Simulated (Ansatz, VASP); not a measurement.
**SnTe: VASP beside Ansatz**

```
CELL_PARAMETERS angstrom
0.00000 3.14949 3.19210
3.14949 0.00000 3.19210
3.14949 3.14949 0.00000
ATOMIC_POSITIONS crystal
Sn 0.00000 0.00000 0.00000
Te 0.50000 0.50000 0.50000
```

Change from the starting cell: epitaxial_xy strain -1.2%.

Alike in both runs: task single point; functional PBE; k mesh 8 × 8 × 8; occupations fermi-dirac, width 0.02 eV; no spin polarisation.

|  | VASP | Ansatz |
| --- | --- | --- |
| version | VASP 6.6.1 | Ansatz 0.2.0 |
| potentials or method | VASP PAW PBE potentials, release 64 (Sn_d, Te) | plane waves, PAW |
| plane-wave cutoff (eV) | 520 | 420 |
| valence electrons in the cell | 20 | 30 |

|  | VASP | Ansatz | Ansatz less VASP |
| --- | --- | --- | --- |
| pressure (GPa) | 1.7 | 1.7 | +0.07 |
| traceless stress, the component that is largest in VASP (GPa) | -1.09 | -1.09 | 0.000 |

With one functional, cell and mesh, what is left measures potentials, basis and numerics. VASP's potentials hold 20 valence electrons a cell and Ansatz's 30, so a difference there can come from the potentials and not from the codes.

Neither program's run includes spin-orbit coupling.
